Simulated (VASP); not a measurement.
A run of VASP 6.6.1 is set up as follows.

The input INCAR:

```
  PREC = Accurate
  ENCUT = 520
  EDIFF = 1E-7
  ISMEAR = -1
  SIGMA = 0.1
  LREAL = False
  LASPH = True
  NELM = 120
  ALGO = Normal
  ISIF = 2
  LWAVE = False
  LCHARG = False
  LDIPOL = True
  IDIPOL = 3
  DIPOL = 0.5 0.5 0.500
  GGA = PE
  IBRION = 2
  NSW = 32
  EDIFFG = -0.01
  GGA_COMPAT = False
  NELMIN = 4
  NELMDL = -8
  KPAR = 4
```

KPOINTS

```
Automatic mesh
0
Gamma
  14 14 1
```

POSCAR

```
Cu
1.0
    2.5665139635      0.0000000000      0.0000000000
    0.0000000000      2.5665139635      0.0000000000
    0.0000000000      0.0000000000     25.0740000000
Cu
6
Direct
    0.2500000000      0.2500000000      0.3212146121
    0.7500000000      0.7500000000      0.3912517684
    0.2500000000      0.2500000000      0.4638103355
    0.7500000000      0.7500000000      0.5361897229
    0.2500000000      0.2500000000      0.6087482445
    0.7500000000      0.7500000000      0.6787853166
```

Potentials or basis: VASP PAW PBE potentials, release 64 (Cu).

Launch:

```bash
$ cat potpaw_PBE.64/Cu/POTCAR > POTCAR
$ mpirun -np 4 vasp_std > vasp.out
```

(1) Predict the band gap on the k mesh.

(2) Predict the energy gained by relaxing.

Answers

(1) zero (bands 33 and 34 overlap by 4.79 eV).

(2) 0.1 meV/atom.
